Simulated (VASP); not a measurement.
Wanted: the native input for a VASP 6.6.1 run.

```yaml
Task: single point
Functional: PBE
Potentials_or_basis: VASP PAW PBE potentials, release 64 (Pt, C)
Cutoff: 520 eV
k_mesh: 12 × 12 × 6
Occupations: gaussian, width 0.1 eV
Spin: no spin polarisation
Dipole_correction: no
Further_INCAR_settings: ALGO = Normal; EDIFF = 1e-07; NBANDS = 32
```

The structure of PtC3 lies in POSCAR:

```
PtC3
1.0
    4.2758007758      0.0000000000      0.0000000000
   -2.1379003879      3.7029520934      0.0000000000
    0.0000000000      0.0000000000      9.3741170684
Pt C
2 6
Direct
    0.3333333333      0.6666666667      0.2500000000
    0.6666666667      0.3333333333      0.7500000000
    0.7803967396      0.5607934792      0.2500000000
    0.2196032604      0.7803967396      0.7500000000
    0.4392065208      0.2196032604      0.2500000000
    0.2196032604      0.4392065208      0.7500000000
    0.7803967396      0.2196032604      0.2500000000
    0.5607934792      0.7803967396      0.7500000000
```

These files were run (other wordings do the same):

INCAR

```
  PREC = Accurate
  ENCUT = 520
  EDIFF = 1E-7
  ISMEAR = 0
  SIGMA = 0.1
  LREAL = False
  LASPH = True
  NELM = 100
  ALGO = Normal
  ISIF = 2
  LWAVE = False
  LCHARG = False
  GGA = PE
  NBANDS = 32
```

KPOINTS

```
regular mesh
0
Gamma
  12 12 6
```

Potentials or basis: VASP PAW PBE potentials, release 64 (Pt, C).

Run with:

```console
$ cat potpaw_PBE.64/Pt/POTCAR potpaw_PBE.64/C/POTCAR > POTCAR
$ mpirun -np 1 vasp_std > vasp.out
```

It gave:

```json
{
 "Pressure": "0.1 GPa",
 "Largest force": "0.143 eV/Å",
 "Band gap on the k mesh": "zero (filled and empty bands touch)"
}
```

Caveat: spin-orbit coupling is left out, which moves the levels of the heavy elements.

Run time: 18 min on 1 thread of Oxide Virtual Turin-like Processor, on a shared host, peak memory 0.41 GiB.
